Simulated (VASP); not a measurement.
Wanted: the native input for a VASP 6.6.1 run.

| Item | Value |
| --- | --- |
| Task | single point |
| Functional | LDA |
| Potentials or basis | VASP PAW LDA potentials, release 64 (Ti_sv, Al) |
| Cutoff | 520 eV |
| k mesh | 5 × 5 × 5 |
| Occupations | fermi-dirac, width 0.05 eV |
| Spin | no spin polarisation |
| Dipole correction | no |
| Further INCAR settings | ALGO = Fast; EDIFF = 1e-06; NBANDS = 14 |

The structure of TiAl lies in POSCAR:

```
TiAl
1.0
    3.1790640000      0.0000000000      0.0000000000
    0.0000000000      3.1790640000      0.0000000000
    0.0000000000      0.0000000000      3.1790640000
Ti Al
1 1
Direct
    0.0000000000      0.0000000000      0.0000000000
    0.5000000000      0.5000000000      0.5000000000
```

One way to write it, as run:

INCAR

```
ALGO = Fast ; EDIFF = 1E-6
ENCUT = 520 ; GGA = CA
ISIF = 2 ; ISMEAR = -1
LASPH = True ; LCHARG = False
LREAL = False ; LWAVE = False
NBANDS = 14 ; NELM = 80
PREC = Accurate ; SIGMA = 0.05
```

KPOINTS

```
k-points
0
Gamma
  5 5 5
```

Potentials or basis: VASP PAW LDA potentials, release 64 (Ti_sv, Al).

Launch:

```console
$ cat potpaw_LDA.64/Ti_sv/POTCAR potpaw_LDA.64/Al/POTCAR > POTCAR
$ mpirun -np 1 vasp_std > vasp.out
```

It gave:

```
Pressure : -5.6 GPa
```

Caveat: the k points lie up to 0.40 Å⁻¹ apart.

It took 7.5 s on 1 thread of AMD EPYC 7R13, on a shared host, peak memory 0.09 GiB.
